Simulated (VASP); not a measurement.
**Sb: single point with PBEsol**

Crystal: Sb.

```
Sb
1.0
     3.16000    0.00000    0.00000
     0.00000    3.16000   -0.04740
     0.00000   -0.04740    3.16000
Sb
1
Direct
  0.00000 0.00000 0.00000
```

This cell differs from its parent crystal: strain -0.0300 x Voigt [0, 0, 0, 1, 0, 0].

```
Program                : VASP 6.6.1
Task                   : single point
Functional             : PBEsol
Potentials or basis    : VASP PAW PBE potentials, release 64 (Sb)
Cutoff                 : 520 eV
k mesh                 : 16 × 16 × 16
Occupations            : gaussian, width 0.15 eV
Spin                   : no spin polarisation
Dipole correction      : no
Further INCAR settings : ALGO = Normal; EDIFF = 1e-06; NBANDS = 8
```

The pressure is -4.9 GPa. The band gap on the k mesh is zero (an odd number of electrons rules out a gap without spin polarisation).

Stress tensor (GPa, compression positive):
```
-4.86  0.00  0.00
 0.00 -4.86  0.47
 0.00  0.47 -4.86
```

Levels at points of the mesh, in eV from the Fermi level:
```csv
k point,band 1,band 2,band 3,band 4,band 5,band 6
"(0.00, 0.00, 0.00)",-11.97,3.07,3.13,3.20,6.90,6.91
"(0.50, 0.00, 0.00)",-9.75,-5.21,4.89,5.03,8.92,10.37
"(0.00, 0.50, 0.00)",-9.75,-5.21,4.93,4.96,8.89,10.39
"(0.50, 0.50, 0.00)",-7.41,-3.28,-3.28,2.33,6.76,12.31
"(0.00, 0.50, 0.50)",-7.42,-3.44,-3.12,2.34,6.78,12.44
"(0.50, 0.50, 0.50)",-4.86,-1.65,-1.49,-1.33,4.72,4.91
```

Run time: 100 s on 1 thread of AMD EPYC 7R13 (shared host), peak memory 0.24 GiB.

Caveat: the cell differs from its parent crystal (strain -0.0300 x Voigt [0, 0, 0, 1, 0, 0]); the cell stands under tension; the PAW data sets were made with another functional, which shifts forces and pressure a little; spin-orbit coupling is left out, which moves the levels of the heavy elements.
